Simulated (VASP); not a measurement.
# ZnSe (F-43m) in VASP: settings compared

The runs below take ZnSe through single point, with PBE, LDA.

Everything below comes from runs of VASP 6.6.1. Logs are shortened: lines on timing, memory, paths and dates and some standing lists are left out, and cuts for length are marked.

**1. The cell of the first run**

It takes space group F-43m (No. 216, cubic). The conventional cell has a = 5.665 Å, b = 5.665 Å, c = 5.665 Å, α = 90.00°, β = 90.00°, γ = 90.00°. Zn (site symmetry -43m) has 4 Se at 2.45 Å within 3.2 Å. Within 3.2 Å of Se (site symmetry -43m) lie 4 Zn at 2.45 Å.

**2. Single point, PBE**

File INCAR:

```
  PREC = Accurate
  ENCUT = 520
  EDIFF = 1E-6
  ISMEAR = 0
  SIGMA = 0.01
  LREAL = False
  LASPH = True
  NELM = 80
  ALGO = Normal
  ISIF = 2
  LWAVE = False
  LCHARG = True
  GGA = PE
  LELF = True
  LVHAR = True
  NBANDS = 16
```

File KPOINTS:

```
Automatic mesh
0
Gamma
  4 4 4
```

File POSCAR:

```
ZnSe
1.0
    0.0000000000      2.8324206823      2.8324206823
    2.8324206823      0.0000000000      2.8324206823
    2.8324206823      2.8324206823      0.0000000000
Zn Se
1 1
Direct
    0.0000000000      0.0000000000      0.0000000000
    0.2500000000      0.2500000000      0.2500000000
```

Potentials or basis: VASP PAW PBE potentials, release 64 (Zn, Se).

Run with:

```bash
$ cat potpaw_PBE.64/Zn/POTCAR potpaw_PBE.64/Se/POTCAR > POTCAR
$ mpirun -np 1 vasp_std > vasp.out
```

OUTCAR:

```text
PREC = Accurate
   ENCUT = 520
   EDIFF = 1E-6
   ISMEAR = 0
   LREAL = False
   LASPH = True
   NELM = 80
   ISIF = 2
   GGA = PE

 ion  position               nearest neighbor table
   1  0.000  0.000  0.000-   2 2.45   2 2.45   2 2.45   2 2.45
   2  0.250  0.250  0.250-   1 2.45   1 2.45   1 2.45   1 2.45

  LATTYP: Found a face centered cubic cell.
 ALAT       =     5.6648413646

  Lattice vectors:

 A1 = (   0.0000000000,   2.8324206823,   2.8324206823)
 A2 = (   2.8324206823,   0.0000000000,   2.8324206823)
 A3 = (   2.8324206823,   2.8324206823,   0.0000000000)

Analysis of symmetry for initial positions (statically):
=====================================================================
 Subroutine PRICEL returns:
 Original cell was already a primitive cell.

 Routine SETGRP: Setting up the symmetry group for a
 face centered cubic supercell.

 Subroutine GETGRP returns: Found 24 space group operations
 (whereof 24 operations were pure point group operations)
 out of a pool of 48 trial point group operations.

The static configuration has the point symmetry T_d .

Analysis of symmetry for dynamics (positions and initial velocities):
=====================================================================
 Subroutine PRICEL returns:
 Original cell was already a primitive cell.

 Routine SETGRP: Setting up the symmetry group for a
 face centered cubic supercell.

 Subroutine GETGRP returns: Found 24 space group operations
 (whereof 24 operations were pure point group operations)
 out of a pool of 48 trial point group operations.

The dynamic configuration has the point symmetry T_d .

 Subroutine INISYM returns: Found 24 space group operations
 (whereof 24 operations are pure point group operations),
 and found     1 'primitive' translations

----------------------------------------------------------------------------------------

                                     Primitive cell

  volume of cell :      45.4468

  direct lattice vectors                    reciprocal lattice vectors
     0.000000000  2.832420682  2.832420682    -0.176527450  0.176527450  0.176527450
     2.832420682  0.000000000  2.832420682     0.176527450 -0.176527450  0.176527450
     2.832420682  2.832420682  0.000000000     0.176527450  0.176527450 -0.176527450

  length of vectors
     4.005647743  4.005647743  4.005647743     0.305754512  0.305754512  0.305754512

  position of ions in fractional coordinates (direct lattice)
     0.000000000  0.000000000  0.000000000
     0.250000000  0.250000000  0.250000000

  ion indices of the primitive-cell ions
   primitive index   ion index
                 1           1
                 2           2

----------------------------------------------------------------------------------------

 KPOINTS: Automatic mesh

Automatic generation of k-mesh.
 Grid dimensions read from file:
 generate k-points for:    4    4    4

 Generating k-lattice:

  Cartesian coordinates                     Fractional coordinates (reciprocal lattice)
    -0.044131862  0.044131862  0.044131862     0.250000000  0.000000000  0.000000000
     0.044131862 -0.044131862  0.044131862     0.000000000  0.250000000  0.000000000
     0.044131862  0.044131862 -0.044131862     0.000000000  0.000000000  0.250000000

  Length of vectors
     0.076438628  0.076438628  0.076438628

  Shift w.r.t. Gamma in fractional coordinates (k-lattice)
     0.000000000  0.000000000  0.000000000

 Subroutine IBZKPT returns following result:
 ===========================================

 Found      8 irreducible k-points:

 Following reciprocal coordinates:
            Coordinates               Weight
  0.000000  0.000000  0.000000      1.000000
  0.250000  0.000000  0.000000      8.000000
  0.500000  0.000000  0.000000      4.000000
  0.250000  0.250000  0.000000      6.000000
  0.500000  0.250000  0.000000     24.000000
 -0.250000  0.250000  0.000000     12.000000
  0.500000  0.500000  0.000000      3.000000
 -0.250000  0.500000  0.250000      6.000000
   k-points           NKPTS =      8   k-points in BZ     NKDIM =      8   number of bands    NBANDS=     16
   number of dos      NEDOS =    301   number of ions     NIONS =      2
   total plane-waves  NPLWV =  27000
   dimension x,y,z NGX =    30 NGY =   30 NGZ =   30
   dimension x,y,z NGXF=    60 NGYF=   60 NGZF=   60
   ions per type =               1   1
   NGX,Y,Z   is equivalent  to a cutoff of  12.45, 12.45, 12.45 a.u.
   NGXF,Y,Z  is equivalent  to a cutoff of  24.90, 24.90, 24.90 a.u.
 SYSTEM =  unknown system
   PREC   = accura    normal or accurate (medium, high low for compatibility)
   ISTART =      0    job   : 0-new  1-cont  2-samecut
   ICHARG =      2    charge: 1-file 2-atom 10-const
   ISPIN  =      1    spin polarized calculation?
   LNONCOLLINEAR =      F non collinear calculations
   LSORBIT =      F    spin-orbit coupling
   LASPH  =      T    aspherical Exc in radial PAW
   ENCUT  =  520.0 eV  38.22 Ry    6.18 a.u.   7.45  7.45  7.45*2*pi/ulx,y,z
   NELM   =     80;   NELMIN=  2; NELMDL= -5     # of ELM steps
   EDIFF  = 0.1E-05   stopping-criterion for ELM
   LREAL  =      F    real-space projection
   EDIFFG = 0.1E-04   stopping-criterion for IOM
   NSW    =      0    number of steps for IOM
   IBRION =     -1    ionic relax: 0-MD 1-quasi-New 2-CG
   NFREE  =      0    steps in history (QN), initial steepest desc. (CG)
   ISIF   =      2    stress and relaxation
   ISYM   =      2    0-nonsym 1-usesym 2-fastsym
   POTIM  = 0.5000    time-step for ionic-motion
   TEBEG  =    0.0;   TEEND  =   0.0 temperature during run
   PSTRESS=    0.0 pullay stress
   NELECT =      18.0000    total number of electrons
   NUPDOWN=      -1.0000    fix difference up-down
   EMIN   =  10.00;   EMAX   =-10.00  energy-range for DOS
   EFERMI =   0.00;   METHOD = LEGACY
   ISMEAR =     0;   SIGMA  =   0.01  broadening in eV -4-tet -1-fermi 0-gaus
   EFERMI_NEDOS =   21; number of points for ismear=-14 and -15
   IALGO  =     38    algorithm
   IMIX   =      4    mixing-type and parameters
     AMIX     =   0.40;   BMIX     =  1.00
     AMIX_MAG =   1.60;   BMIX_MAG =  1.00
  volume/ion in A,a.u.               =      22.72       153.35
  Fermi-wavevector in a.u.,A,eV,Ry     =   1.202259  2.271939 19.666213  1.445426
  Thomas-Fermi vector in A             =   2.338045
   LORBIT       =      0    0 simple, 1 ext, 2 COOP (PROOUT), +10 PAW based schemes
   GGA     = PE    functional components
   LHFCALC =     F    Hartree Fock is set to
   AEXX    =    0.0000 exact exchange contribution
   IVDW    =     0    specifies the selected vdW correction
   LEPSILON=     F    determine dielectric tensor
   LRPA    =     F    only Hartree local field effects (RPA)
 non-spin polarized calculation
 Gauss-broadening in eV      SIGMA  =   0.01
  energy-cutoff  :      520.00
  volume of cell :       45.45
 maximum number of plane-waves:      1243
 NGX is ok and might be reduce to    30
   NGX = 15   NGY = 15   NGZ = 15

 number of electron      18.0000011 magnetization

 Free energy of the ion-electron system (eV)
  ---------------------------------------------------
  ext. energy  EPLUGINS =         0.00000000
  ---------------------------------------------------
  free energy    TOTEN  =        -5.95199918 eV

  energy without entropy =       -5.95199918  energy(sigma->0) =       -5.95199918

 E-fermi :   1.7536     XC(G=0):  -9.3139

 val. band max:        1.6566028667   @ k =   0.0000   0.0000   0.0000
 cond. band min:       2.9402104053   @ k =   0.0000   0.0000   0.0000
 fundamental gap:      1.2836075386
 Fermi energy:         1.7536396364

 k-point     1 :       0.0000    0.0000    0.0000
  band No.  band energies     occupation
      1     -11.6073      2.00000
      2      -4.9241      2.00000
      3      -4.9241      2.00000
      4      -4.9241      2.00000
      5      -4.5560      2.00000
      6      -4.5560      2.00000
[... 8 lines left out ...]
     15      13.1024      0.00000
     16      13.1024      0.00000

 k-point     2 :       0.2500    0.0000    0.0000
  band No.  band energies     occupation
      1     -11.2427      2.00000
      2      -4.8734      2.00000
      3      -4.8734      2.00000
      4      -4.8614      2.00000
      5      -4.5559      2.00000
      6      -4.5559      2.00000
[... 8 lines left out ...]
     15      12.0825      0.00000
     16      12.3651      0.00000

 k-point     3 :       0.5000    0.0000    0.0000
  band No.  band energies     occupation
      1     -10.8120      2.00000
      2      -4.8367      2.00000
      3      -4.8367      2.00000
      4      -4.5374      2.00000
      5      -4.5374      2.00000
      6      -4.3955      2.00000
[... 8 lines left out ...]
     15      14.7538      0.00000
     16      14.7538      0.00000

 k-point     4 :       0.2500    0.2500    0.0000
  band No.  band energies     occupation
      1     -11.1201      2.00000
      2      -4.9340      2.00000
      3      -4.8133      2.00000
      4      -4.8133      2.00000
      5      -4.5814      2.00000
      6      -4.5318      2.00000
[... 8 lines left out ...]
     15      13.9686      0.00000
     16      15.4353      0.00000

 k-point     5 :       0.5000    0.2500    0.0000
  band No.  band energies     occupation
      1     -10.6859      2.00000
      2      -4.8403      2.00000
      3      -4.7548      2.00000
      4      -4.6566      2.00000
      5      -4.5287      2.00000
      6      -4.4129      2.00000
[... 8 lines left out ...]
     15      14.9217      0.00000
     16      15.7759      0.00000

 k-point     6 :      -0.2500    0.2500    0.0000
  band No.  band energies     occupation
      1     -10.8317      2.00000
      2      -4.8250      2.00000
      3      -4.8072      2.00000
      4      -4.6691      2.00000
      5      -4.5678      2.00000
      6      -4.5056      2.00000
[... 8 lines left out ...]
     15      13.6400      0.00000
     16      15.7555      0.00000

 k-point     7 :       0.5000    0.5000    0.0000
  band No.  band energies     occupation
      1     -10.5416      2.00000
      2      -4.8922      2.00000
      3      -4.6713      2.00000
      4      -4.6713      2.00000
      5      -4.5076      2.00000
      6      -4.3746      2.00000
[... 8 lines left out ...]
     15      15.5783      0.00000
     16      16.0790      0.00000

 k-point     8 :      -0.2500    0.5000    0.2500
  band No.  band energies     occupation
      1     -10.5366      2.00000
      2      -4.8069      2.00000
      3      -4.7175      2.00000
      4      -4.5881      2.00000
      5      -4.5853      2.00000
      6      -4.2530      2.00000
[... 8 lines left out ...]
     15      15.4183      0.00000
     16      15.7530      0.00000

------------------------ aborting loop because EDIFF is reached ----------------------------------------

  FORCE on cell =-STRESS in cart. coord.  units (eV):
  Direction    XX          YY          ZZ          XY          YZ          ZX
  --------------------------------------------------------------------------------------
  -------------------------------------------------------------------------------------
  Total        0.7907884      0.7907884      0.7907884      0.0000000      0.0000000     -0.0000000
  in kB       27.8783863     27.8783863     27.8783863      0.0000000      0.0000000     -0.0000000
  external PRESSURE =      27.8783863 kB  Pullay stress =       0.0000000 kB

 VOLUME and BASIS-vectors are now :
 -----------------------------------------------------------------------------
  energy-cutoff  :      520.00
  volume of cell :       45.45
      direct lattice vectors                 reciprocal lattice vectors
     0.000000000  2.832420682  2.832420682    -0.176527450  0.176527450  0.176527450
     2.832420682  0.000000000  2.832420682     0.176527450 -0.176527450  0.176527450
     2.832420682  2.832420682  0.000000000     0.176527450  0.176527450 -0.176527450

 POSITION                                       TOTAL-FORCE (eV/Angst)
 -----------------------------------------------------------------------------------
      0.00000      0.00000      0.00000        -0.000000     -0.000000     -0.000000
      1.41621      1.41621      1.41621         0.000000      0.000000      0.000000
 -----------------------------------------------------------------------------------
    total drift:                               -0.000001     -0.000001     -0.000001

  FREE ENERGIE OF THE ION-ELECTRON SYSTEM (eV)
  ---------------------------------------------------
  free  energy   TOTEN  =        -5.9519991822 eV

  energy  without entropy=       -5.9519991822  energy(sigma->0) =       -5.95199918
```

It took 5.1 s on 1 thread of Intel Xeon 6975P-C (Granite Rapids), shared host; peak memory 0.16 GiB.

Results:

* Free energy: -5.9520 eV
* Pressure: 2.8 GPa
* Band gap on the k mesh: 1.28 eV, direct

Caveat: the k points lie up to 0.48 Å⁻¹ apart.

**3. Single point, PBE**

File INCAR:

```
SYSTEM = ZnSe
PREC = Accurate
ENCUT = 520
EDIFF = 1E-7
ISMEAR = 0
SIGMA = 0.01
LREAL = .FALSE.
LASPH = .TRUE.
NELM = 60
ALGO = Normal
ISIF = 2
LWAVE = .FALSE.
LCHARG = .TRUE.
GGA = PE
LELF = .TRUE.
LVHAR = .TRUE.
NBANDS = 16
```

File KPOINTS:

```
Automatic mesh
0
G
  4 4 4
  0 0 0
```

POSCAR is that of step 2.

Potentials or basis: VASP PAW PBE potentials, release 64 (Zn, Se).

Run with:

```bash
$ cat potpaw_PBE.64/Zn/POTCAR potpaw_PBE.64/Se/POTCAR > POTCAR
$ mpirun -np 1 vasp_std > vasp.out
```

It took 6 s on 1 thread of Intel Xeon 6975P-C (Granite Rapids), shared host; peak memory 0.16 GiB.

The run converged. Its results:

```
Free energy            : -5.9520 eV
Pressure               : 2.8 GPa
Band gap on the k mesh : 1.28 eV, direct
```

Levels at points of the mesh, in eV from the valence-band top:
| k point | band 6 | band 7 | band 8 | band 9 | band 10 | band 11 | band 12 | band 13 |
| --- | --- | --- | --- | --- | --- | --- | --- | --- |
| (0.00, 0.00, 0.00) | -6.21 | 0.00 | 0.00 | 0.00 | 1.28 | 5.78 | 5.78 | 5.78 |
| (0.50, 0.00, 0.00) | -6.05 | -5.25 | -0.87 | -0.87 | 2.53 | 6.36 | 6.36 | 8.58 |
| (0.50, 0.50, 0.00) | -6.03 | -4.78 | -2.20 | -2.20 | 2.96 | 3.44 | 10.75 | 11.24 |

Caveat: the k points lie up to 0.48 Å⁻¹ apart. As with any semilocal functional, this PBE gap is likely too small.

**4. Single point, LDA**

This run uses another cell than the first one, of 21.57 Å³/atom, 0.949 times its volume.

File INCAR:

```
SYSTEM = ZnSe
  PREC = Accurate
  ENCUT = 520
  EDIFF = 1E-6
  ISMEAR = -1
  SIGMA = 0.02
  LREAL = .FALSE.
  LASPH = .TRUE.
  NELM = 60
  ALGO = Normal
  ISIF = 2
  LWAVE = .FALSE.
  LCHARG = .FALSE.
  GGA = CA
  NBANDS = 16
```

File KPOINTS:

```
regular mesh
0
G
  8 8 8
  0 0 0
```

File POSCAR:

```
ZnSe
1.0
    0.0000000000      2.7838642917      2.7838642917
    2.7838642917      0.0000000000      2.7838642917
    2.7838642917      2.7838642917      0.0000000000
Zn Se
1 1
Direct
    0.0000000000      0.0000000000      0.0000000000
    0.2500000000      0.2500000000      0.2500000000
```

Potentials or basis: VASP PAW LDA potentials, release 64 (Zn, Se).

Run with:

```bash
$ cat potpaw_LDA.64/Zn/POTCAR potpaw_LDA.64/Se/POTCAR > POTCAR
$ mpirun -np 1 vasp_std > vasp.out
```

It took 9.9 s on 1 thread of Intel Xeon 6975P-C (Granite Rapids), shared host; peak memory 0.15 GiB.

The run converged. Its results:

* Free energy: -7.3717 eV
* Pressure: 0.4 GPa
* Band gap on the k mesh: 1.29 eV, direct

Levels at points of the mesh, in eV from the valence-band top:
| k point | band 5 | band 6 | band 7 | band 8 | band 9 | band 10 | band 11 | band 12 | band 13 | band 14 |
| --- | --- | --- | --- | --- | --- | --- | --- | --- | --- | --- |
| (0.00, 0.00, 0.00) | -6.48 | -6.48 | 0.00 | 0.00 | 0.00 | 1.29 | 5.68 | 5.68 | 5.68 | 9.86 |
| (0.50, 0.00, 0.00) | -6.46 | -6.30 | -5.64 | -0.96 | -0.96 | 2.47 | 6.27 | 6.27 | 8.49 | 11.01 |
| (0.50, 0.50, 0.00) | -6.42 | -6.28 | -5.07 | -2.40 | -2.40 | 2.69 | 3.31 | 10.93 | 11.46 | 11.46 |
